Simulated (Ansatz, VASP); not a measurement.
CoSi2: VASP beside Ansatz

```
Co Si
1.0
    -1.52308    1.52308    3.42397
     1.52308   -1.52308    3.42397
     1.52308    1.52308   -3.42397
Co Si
1 2
Direct
  0.00000 0.00000 0.00000
  0.33499 0.33499 0.00000
  0.66501 0.66501 0.00000
```

Change from the starting cell: volume scaled by 0.88, LAPW.

Alike in both runs: task single point; functional PBE; k mesh 14 × 14 × 14; occupations fermi-dirac, width 0.05 eV; no spin polarisation.

|  | VASP | Ansatz |
| --- | --- | --- |
| version | VASP 6.6.1 | Ansatz 0.2.0 |
| potentials or method | VASP PAW PBE potentials, release 64 (Co, Si), cutoff 520 eV | all-electron LAPW, scalar-relativistic |

|  | VASP | Ansatz | Ansatz less VASP |
| --- | --- | --- | --- |
| pressure (GPa) | 29.0 | 29.1 | +0.12 |
| traceless stress, the component that is largest in VASP (GPa) | 0.21 | 0.07 | -0.135 |

Both programs put the cell under a high pressure, so it lies far from rest at this level. Ansatz ran all-electron here, and VASP with PAW potentials.
